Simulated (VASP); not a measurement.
SnTe:

```
Te Sn
1.0
     3.90470    0.00000    0.00000
     0.00000    3.90470    0.00000
     0.00000    0.00000    3.90470
Te Sn
1 1
Direct
  0.50000 0.50000 0.50000
  0.00000 0.00000 0.00000
```

| Property | Result |
| --- | --- |
| Program | VASP 6.6.1 |
| Task | relaxation of cell and atoms |
| Functional | RPBE |
| Dispersion | D4 |
| Potentials or basis | VASP PAW PBE potentials, release 64 (Te, Sn_d) |
| Cutoff | 600 eV |
| k mesh | 7 × 7 × 7 |
| Occupations | fermi-dirac, width 0.05 eV |
| Spin | no spin polarisation |

At the start: pressure -0.8 GPa; volume 29.77 Å³/atom.

Q: Where does the relaxation end?

A: Over 5 steps the energy falls by 34.8 meV/atom and the volume is 26.95 Å³/atom (-9.5 %); space group Pm-3m (No. 221, to 0.05 Å).

The path:
| step | energy change (eV) | largest force (eV/Å) | pressure (GPa) | volume (Å³) |
| --- | --- | --- | --- | --- |
| 1 | 0.0000 | 0.0000 | -0.79 | 59.53 |
| 2 | -0.0201 | 0.0000 | -3.11 | 58.28 |
| 3 | -0.0679 | 0.0000 | -0.71 | 54.62 |
| 4 | -0.0694 | 0.0000 | 0.24 | 53.65 |
| 5 | -0.0696 | 0.0000 | 0.00 | 53.89 |

Final structure:
```
Te Sn
1.0
     3.77730    0.00000    0.00000
     0.00000    3.77730    0.00000
     0.00000    0.00000    3.77730
Te Sn
1 1
Direct
  0.50000 0.50000 0.50000
  0.00000 0.00000 0.00000
```

Caveat: the PAW data sets were made with another functional, which shifts forces and pressure a little; pairwise dispersion overbinds metals, which lowers pressure and volume.
